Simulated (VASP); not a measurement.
Runs of VASP 6.6.1 on Si5Sn. The structure is that of space group P6/mmm (No. 191), or close to it. The cells are those of the table. 

| task | cell | k mesh | cutoff (eV) | gap on the mesh (eV) | pressure (GPa) | relaxed volume (Å³/atom) |
| --- | --- | --- | --- | --- | --- | --- |
| relaxation of cell and atoms | relaxed from a = 5.603, b = 5.603, c = 4.268 Å, angles 90.0, 90.0, 120.0°, 6 atoms | 6 × 6 × 4 | 600 | none | 0.0 | 18.07 |
| relaxation of cell and atoms | relaxed from a = 5.785, b = 5.785, c = 3.756 Å, angles 90.0, 90.0, 120.0°, 6 atoms | 6 × 6 × 10 | 600 | none | 0.0 | (a) |
| single point | a = 5.683, b = 5.683, c = 3.838 Å, angles 90.0, 90.0, 120.0°, 6 atoms | 12 × 12 × 10 | 520 | none | -0.1 | - |
| single point | a = 5.603, b = 5.603, c = 4.268 Å, angles 90.0, 90.0, 120.0°, 6 atoms | 6 × 6 × 4 | 520 | none | -5.9 | - |
| single point | a = 5.676, b = 5.676, c = 3.848 Å, angles 90.0, 90.0, 120.0°, 6 atoms | 6 × 6 × 10 | 520 | none | -0.1 | - |

Alike in all rows: level PBE; potentials or basis VASP PAW PBE potentials, release 64 (Si, Sn_d); no spin polarisation; smearing gaussian 0.1 eV.

Fill in the values left out.

(a) 17.89.

Caveats: some runs use coarse meshes; spin-orbit coupling is left out, which moves the levels of the heavy elements.

A k mesh can miss the band edges, and the runs leave out spin-orbit coupling on Sn.

A gap of «none» marks levels without a gap at the run's occupations.
